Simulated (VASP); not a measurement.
# OsPd4 (P-43m) in VASP: a series of runs, part 2 of 2

VASP 6.6.1.

### 4 Relaxation of cell and atoms, PBE

INCAR reads:

```
ALGO     = Normal         # electronic algorithm
EDIFF    = 1E-7           # SCF threshold, eV
EDIFFG   = -0.04          # ionic threshold
ENCUT    = 600            # plane-wave cutoff, eV
GGA      = PE             # functional
GGA_COMPAT= False        
IBRION   = 2              # ionic algorithm
ISIF     = 3              # what is computed and relaxed
ISMEAR   = 0              # smearing method
LASPH    = True           # aspherical terms in the spheres
LCHARG   = False          # write CHGCAR
LREAL    = False          # projectors in reciprocal space
LWAVE    = False          # write WAVECAR
NELM     = 120            # most SCF steps
NELMIN   = 4            
NSW      = 90             # ionic steps
PREC     = Accurate       # precision mode
SIGMA    = 0.1            # smearing width, eV
```

KPOINTS reads:

```
k-points
0
Gamma
  4 4 4
```

POSCAR reads:

```
OsPd4
1.0
    4.3280711600      0.0000000000      0.0000000000
    0.0000000000      4.3280711600      0.0000000000
    0.0000000000      0.0000000000      4.3280711600
Pd Os
4 1
Direct
    0.2500000000      0.2500000000      0.2500000000
    0.7500000000      0.7500000000      0.2500000000
    0.2500000000      0.7500000000      0.7500000000
    0.7500000000      0.2500000000      0.7500000000
    0.0000000000      0.0000000000      0.0000000000
```

Potentials or basis: VASP PAW PBE potentials, release 64 (Pd, Os).

Launch:

```console
$ cat potpaw_PBE.64/Pd/POTCAR potpaw_PBE.64/Os/POTCAR > POTCAR
$ mpirun -np 1 vasp_std > vasp.out
```

OUTCAR:

```text
EDIFF = 1E-7
   EDIFFG = -0.04
   ENCUT = 600
   GGA = PE
   IBRION = 2
   ISIF = 3
   ISMEAR = 0
   LASPH = True
   LREAL = False
   NELM = 120
   NELMIN = 4
   NSW = 90
   PREC = Accurate

 ion  position               nearest neighbor table
   1  0.250  0.250  0.250-   5 1.87   3 3.06   4 3.06   2 3.06   3 3.06   4 3.06   2 3.06   3 3.06
                             3 3.06   2 3.06   4 3.06   4 3.06   2 3.06
   2  0.750  0.750  0.250-   5 1.87   3 3.06   4 3.06   1 3.06   3 3.06   4 3.06   1 3.06   4 3.06
                             4 3.06   1 3.06   3 3.06   3 3.06   1 3.06
   3  0.250  0.750  0.750-   5 1.87   2 3.06   4 3.06   1 3.06   1 3.06   2 3.06   1 3.06   4 3.06
                             1 3.06   2 3.06   4 3.06   2 3.06   4 3.06
   4  0.750  0.250  0.750-   5 1.87   2 3.06   3 3.06   1 3.06   1 3.06   2 3.06   2 3.06   3 3.06
                             2 3.06   1 3.06   3 3.06   1 3.06   3 3.06
   5  0.000  0.000  0.000-   1 1.87   2 1.87   3 1.87   4 1.87

  LATTYP: Found a simple cubic cell.
 ALAT       =     4.3280711600

  Lattice vectors:

 A1 = (   4.3280711600,   0.0000000000,   0.0000000000)
 A2 = (   0.0000000000,   4.3280711600,   0.0000000000)
 A3 = (   0.0000000000,   0.0000000000,   4.3280711600)

Analysis of symmetry for initial positions (statically):
=====================================================================
 Subroutine PRICEL returns:
 Original cell was already a primitive cell.

 Routine SETGRP: Setting up the symmetry group for a
 simple cubic supercell.

 Subroutine GETGRP returns: Found 24 space group operations
 (whereof 24 operations were pure point group operations)
 out of a pool of 48 trial point group operations.

The static configuration has the point symmetry T_d .

Analysis of symmetry for dynamics (positions and initial velocities):
=====================================================================
 Subroutine PRICEL returns:
 Original cell was already a primitive cell.

 Routine SETGRP: Setting up the symmetry group for a
 simple cubic supercell.

[... 108 lines left out ...]
   EMIN   =  10.00;   EMAX   =-10.00  energy-range for DOS
   EFERMI =   0.00;   METHOD = LEGACY
   ISMEAR =     0;   SIGMA  =   0.10  broadening in eV -4-tet -1-fermi 0-gaus
   EFERMI_NEDOS =   21; number of points for ismear=-14 and -15
   IALGO  =     38    algorithm
   IMIX   =      4    mixing-type and parameters
     AMIX     =   0.40;   BMIX     =  1.00
     AMIX_MAG =   1.60;   BMIX_MAG =  1.00
  volume/ion in A,a.u.               =      16.21       109.42
  Fermi-wavevector in a.u.,A,eV,Ry     =   1.374656  2.597724 25.710663  1.889680
  Thomas-Fermi vector in A             =   2.500063
   LORBIT       =      0    0 simple, 1 ext, 2 COOP (PROOUT), +10 PAW based schemes
   GGA     = PE    functional components
   LHFCALC =     F    Hartree Fock is set to
   AEXX    =    0.0000 exact exchange contribution
   IVDW    =     0    specifies the selected vdW correction
   LEPSILON=     F    determine dielectric tensor
   LRPA    =     F    only Hartree local field effects (RPA)
 conjugate gradient relaxation of ions
 non-spin polarized calculation
 Gauss-broadening in eV      SIGMA  =   0.10
  energy-cutoff  :      600.00
  volume of cell :       81.07
 maximum number of plane-waves:      2730
 NGX is ok and might be reduce to    36
   NGX = 17   NGY = 17   NGZ = 17

--------------------------------------- Ionic step        1  -------------------------------------------

 number of electron      47.9999993 magnetization

 Free energy of the ion-electron system (eV)
  ---------------------------------------------------
  ext. energy  EPLUGINS =         0.00000000
  ---------------------------------------------------
  free energy    TOTEN  =       -11.99767265 eV

  energy without entropy =      -11.94043620  energy(sigma->0) =      -11.96905442

------------------------ aborting loop because EDIFF is reached ----------------------------------------

  FORCE on cell =-STRESS in cart. coord.  units (eV):
  Direction    XX          YY          ZZ          XY          YZ          ZX
  --------------------------------------------------------------------------------------
  -------------------------------------------------------------------------------------
  Total       49.8226636     49.8226636     49.8226636      0.0000000      0.0000000      0.0000000
  in kB      984.5875650    984.5875650    984.5875650      0.0000000      0.0000000      0.0000000
  external PRESSURE =     984.5875650 kB  Pullay stress =       0.0000000 kB
[... 735 lines left out ...]
     27       3.4998      0.00000
     28       4.9565      0.00000

[... ionic steps 4 to 11 ...]

--------------------------------------- Ionic step       12  -------------------------------------------

 number of electron      47.9999997 magnetization

------------------------ aborting loop because EDIFF is reached ----------------------------------------
[... 73 lines left out ...]
--------------------------------------- Ionic step       14  -------------------------------------------

 number of electron      48.0000001 magnetization

 Free energy of the ion-electron system (eV)
  ---------------------------------------------------
  ext. energy  EPLUGINS =         0.00000000
  ---------------------------------------------------
  free energy    TOTEN  =       -26.65096093 eV

  energy without entropy =      -26.61924548  energy(sigma->0) =      -26.63510320

 E-fermi :   6.5666     XC(G=0): -11.6450

 val. band max:        6.5590426878   @ k =   0.5000   0.2500   0.2500
 cond. band min:       6.6245494951   @ k =   0.5000   0.2500   0.0000
 fundamental gap:      0.0655068073
 Fermi energy:         6.5666069732
[... 340 lines left out ...]
  FREE ENERGIE OF THE ION-ELECTRON SYSTEM (eV)
  ---------------------------------------------------
  free  energy   TOTEN  =       -26.6509609293 eV

  energy  without entropy=      -26.6192454760  energy(sigma->0) =      -26.63510320

 reached required accuracy - stopping structural energy minimisation
```

OSZICAR:

```text
N       E                     dE             d eps       ncg     rms          rms(c)
DAV:   1     0.395625634745E+03    0.39563E+03   -0.26780E+04   560   0.187E+03
DAV:   2     0.789631191407E+01   -0.38773E+03   -0.37163E+03   572   0.440E+02
DAV:   3    -0.133138200106E+02   -0.21210E+02   -0.20387E+02   712   0.967E+01
[... 277 lines left out ...]
DAV:   5    -0.266509606908E+02   -0.12233E-04   -0.42402E-05   592   0.416E-02    0.113E-02
DAV:   6    -0.266509610426E+02   -0.35181E-06   -0.40667E-06   864   0.153E-02    0.206E-03
DAV:   7    -0.266509608571E+02    0.18546E-06   -0.33526E-07   488   0.341E-03    0.122E-03
DAV:   8    -0.266509609626E+02   -0.10552E-06   -0.24983E-08   280   0.126E-03    0.327E-04
DAV:   9    -0.266509609293E+02    0.33309E-07   -0.69682E-09   280   0.493E-04
  14 F= -.26650961E+02 E0= -.26635103E+02  d E =-.973088E-03
```

CONTCAR:

```text
OsPd4
   1.00000000000000
     4.5654330148717017   -0.0000000000000000    0.0000000000000000
     0.0000000000000000    4.5654330148717017   -0.0000000000000000
     0.0000000000000000   -0.0000000000000000    4.5654330148717017
  Pd              Os
     4     1
Direct
     0.2953377004496924    0.2953377004496924    0.2953377004496924
     0.7046622995503078    0.7046622995503078    0.2953377004496924
     0.2953377004496923    0.7046622995503078    0.7046622995503078
     0.7046622995503078    0.2953377004496924    0.7046622995503078
     0.0000000000000000    0.0000000000000000    0.0000000000000000

  0.00000000E+00  0.00000000E+00  0.00000000E+00
  0.00000000E+00  0.00000000E+00  0.00000000E+00
  0.00000000E+00  0.00000000E+00  0.00000000E+00
  0.00000000E+00  0.00000000E+00  0.00000000E+00
  0.00000000E+00  0.00000000E+00  0.00000000E+00
```

Wall time 17 min (1 thread of Intel Xeon 8259CL, shared host); peak memory 0.23 GiB.

Results:

* Free energy: -26.6510 eV
* Relaxed volume: 19.03 Å³/atom
* Relaxed cell: a = 4.565 Å, b = 4.565 Å, c = 4.565 Å, α = 90.00°, β = 90.00°, γ = 90.00°
* Space group after relaxing (to 0.1 Å): P-43m (No. 215)
* Pressure after relaxing: 0.0 GPa
* Band gap on the k mesh: zero (bands 24 and 25 overlap by 0.75 eV)

Final structure:
```
Pd Os
1.0
     4.56543    0.00000    0.00000
     0.00000    4.56543    0.00000
     0.00000    0.00000    4.56543
Pd Os
4 1
Direct
  0.29534 0.29534 0.29534
  0.70466 0.70466 0.29534
  0.29534 0.70466 0.70466
  0.70466 0.29534 0.70466
  0.00000 0.00000 0.00000
```

Caveat: the k points lie up to 0.34 Å⁻¹ apart in the final cell, too coarse for converged energies and pressures of a metal; the volume moved by over 15 % at a fixed basis, so the end points are rough; spin-orbit coupling is left out, which moves the levels of the heavy elements.

### 5 Single point, PBE

This run uses another cell than the first one, of 19.13 Å³/atom.

INCAR reads:

```
SYSTEM = OsPd4
  PREC = Accurate
  ENCUT = 600
  EDIFF = 1E-6
  ISMEAR = 0
  SIGMA = 0.1
  LREAL = .False.
  LASPH = .True.
  NELM = 120
  ALGO = Normal
  ISIF = 2
  LWAVE = .False.
  LCHARG = .False.
  GGA = PE
  NBANDS = 32
  GGA_COMPAT = .False.
```

KPOINTS reads:

```
regular mesh
0
Gamma
  8 8 8
  0 0 0
```

POSCAR reads:

```
OsPd4
1.0
    4.5736810365      0.0000000000      0.0000000000
    0.0000000000      4.5736810365      0.0000000000
    0.0000000000      0.0000000000      4.5736810365
Pd Os
4 1
Direct
    0.2955209978      0.2955209978      0.2955209978
    0.7044790022      0.7044790022      0.2955209978
    0.2955209978      0.7044790022      0.7044790022
    0.7044790022      0.2955209978      0.7044790022
    0.0000000000      0.0000000000      0.0000000000
```

Potentials or basis: VASP PAW PBE potentials, release 64 (Pd, Os).

Launch:

```console
$ cat potpaw_PBE.64/Pd/POTCAR potpaw_PBE.64/Os/POTCAR > POTCAR
$ mpirun -np 1 vasp_std > vasp.out
```

OUTCAR:

```text
SYSTEM = OsPd4
   PREC = Accurate
   ENCUT = 600
   EDIFF = 1E-6
   ISMEAR = 0
   LREAL = .False.
   LASPH = .True.
   NELM = 120
   ISIF = 2
   GGA = PE

 ion  position               nearest neighbor table
   1  0.296  0.296  0.296-   5 2.34   3 2.65   4 2.65   2 2.65   3 3.29   4 3.29   2 3.29   3 3.29
                             2 3.29   4 3.29
   2  0.704  0.704  0.296-   5 2.34   3 2.65   4 2.65   1 2.65   1 3.29   3 3.29   1 3.29   4 3.29
                             3 3.29   4 3.29
   3  0.296  0.704  0.704-   5 2.34   2 2.65   4 2.65   1 2.65   1 3.29   4 3.29   1 3.29   2 3.29
[... 1049 lines left out ...]
  -------------------------------------------------------------------------------------
  Total       -0.3856793     -0.3856793     -0.3856793     -0.0000000      0.0000000      0.0000000
  in kB       -6.4586127     -6.4586127     -6.4586127     -0.0000000      0.0000000      0.0000000
  external PRESSURE =      -6.4586127 kB  Pullay stress =       0.0000000 kB

 VOLUME and BASIS-vectors are now :
 -----------------------------------------------------------------------------
  energy-cutoff  :      600.00
  volume of cell :       95.67
      direct lattice vectors                 reciprocal lattice vectors
     4.573681037  0.000000000  0.000000000     0.218642269  0.000000000  0.000000000
     0.000000000  4.573681037  0.000000000     0.000000000  0.218642269  0.000000000
     0.000000000  0.000000000  4.573681037     0.000000000  0.000000000  0.218642269

 POSITION                                       TOTAL-FORCE (eV/Angst)
 -----------------------------------------------------------------------------------
      1.35162      1.35162      1.35162        -0.020649     -0.020649     -0.020649
      3.22206      3.22206      1.35162         0.020649      0.020649     -0.020649
      1.35162      3.22206      3.22206        -0.020649      0.020649      0.020649
      3.22206      1.35162      3.22206         0.020649     -0.020649      0.020649
      0.00000      0.00000      0.00000        -0.000000     -0.000000      0.000000
 -----------------------------------------------------------------------------------
    total drift:                                0.000000      0.000000     -0.000000

  FREE ENERGIE OF THE ION-ELECTRON SYSTEM (eV)
  ---------------------------------------------------
  free  energy   TOTEN  =       -26.6535899360 eV

  energy  without entropy=      -26.6142348237  energy(sigma->0) =      -26.63391238
```

OSZICAR:

```text
N       E                     dE             d eps       ncg     rms          rms(c)
DAV:   1     0.337445280677E+03    0.33745E+03   -0.25549E+04  2256   0.159E+03
DAV:   2    -0.149990709115E+02   -0.35244E+03   -0.32791E+03  2376   0.361E+02
DAV:   3    -0.281289508343E+02   -0.13130E+02   -0.12118E+02  2632   0.689E+01
DAV:   4    -0.283732834104E+02   -0.24433E+00   -0.24366E+00  2392   0.107E+01
DAV:   5    -0.283780031315E+02   -0.47197E-02   -0.47192E-02  2704   0.143E+00    0.160E+01
DAV:   6    -0.274130904680E+02    0.96491E+00   -0.53653E+00  3336   0.173E+01    0.962E+00
DAV:   7    -0.270930288249E+02    0.32006E+00   -0.27750E+00  2992   0.202E+01    0.783E+00
DAV:   8    -0.266642678710E+02    0.42876E+00   -0.47848E-01  2968   0.771E+00    0.274E+00
DAV:   9    -0.266537269101E+02    0.10541E-01   -0.78089E-02  2328   0.162E+00    0.504E-01
DAV:  10    -0.266535914837E+02    0.13543E-03   -0.15612E-03  3048   0.304E-01    0.270E-01
DAV:  11    -0.266535895352E+02    0.19484E-05   -0.26727E-04  2480   0.107E-01    0.385E-02
DAV:  12    -0.266535889653E+02    0.56991E-06   -0.15399E-05  2680   0.303E-02    0.112E-02
DAV:  13    -0.266535903604E+02   -0.13951E-05   -0.17428E-06  1848   0.964E-03    0.317E-03
DAV:  14    -0.266535899360E+02    0.42445E-06   -0.18263E-07  1336   0.373E-03
   1 F= -.26653590E+02 E0= -.26633912E+02  d E =-.393551E-01
```

stdout:

```text
POSCAR found type information on POSCAR PdOs
 POSCAR found :  2 types and       5 ions
 scaLAPACK will be used
 LDA part: xc-table for (Slater+PW92), standard interpolation
 POSCAR, INCAR and KPOINTS ok, starting setup
 FFT: planning ... GRIDC
 FFT: planning ... GRID_SOFT
 FFT: planning ... GRID
 WAVECAR not read
 entering main loop
```

It took 3.5 min on 1 thread of Intel Xeon 8259CL, shared host; peak memory 0.31 GiB.

What came out:

```
Free energy            : -26.6536 eV
Pressure               : -0.6 GPa
Largest force          : 0.036 eV/Å
Band gap on the k mesh : zero (bands 24 and 25 overlap by 0.80 eV)
```

Forces on the atoms (eV/Å):
```
Pd  -0.021 -0.021 -0.021
Pd   0.021  0.021 -0.021
Pd  -0.021  0.021  0.021
Pd   0.021 -0.021  0.021
Os   0.000  0.000  0.000
```

Caveat: spin-orbit coupling is left out, which moves the levels of the heavy elements.

### 6 The runs side by side

| task | cell | k mesh | gap on the mesh (eV) | pressure (GPa) | largest force (eV/Å) |
| --- | --- | --- | --- | --- | --- |
| single point | a = 4.328 Å, 5 atoms, atomic positions A | 4 × 4 × 4 | none | 98.5 | - |
| single point | a = 4.575 Å, 5 atoms, atomic positions B | 4 × 4 × 4 | none | -0.8 | 0.06 |
| relaxation of cell and atoms | relaxed from a = 4.328 Å, 5 atoms, atomic positions A | 4 × 4 × 4 | none | 0.0 | - |
| single point | a = 4.574 Å, 5 atoms, atomic positions B | 8 × 8 × 8 | none | -0.6 | 0.04 |

Alike in all rows: level PBE; potentials or basis VASP PAW PBE potentials, release 64 (Pd, Os); no spin polarisation; cutoff (eV) 600; smearing gaussian 0.1 eV.

Caveats: some runs use coarse meshes; spin-orbit coupling is left out, which moves the levels of the heavy elements; atoms lie so close that the PAW spheres overlap strongly, which falsifies energies and pressures (at least some runs); the volume moved by over 15 % at a fixed basis, so the end points are rough (at least some runs).

Total energies depend on the potentials used, so only differences within one code and one set of settings carry meaning.

The gap in the log of VASP goes by the Fermi energy; the results here count the filled bands.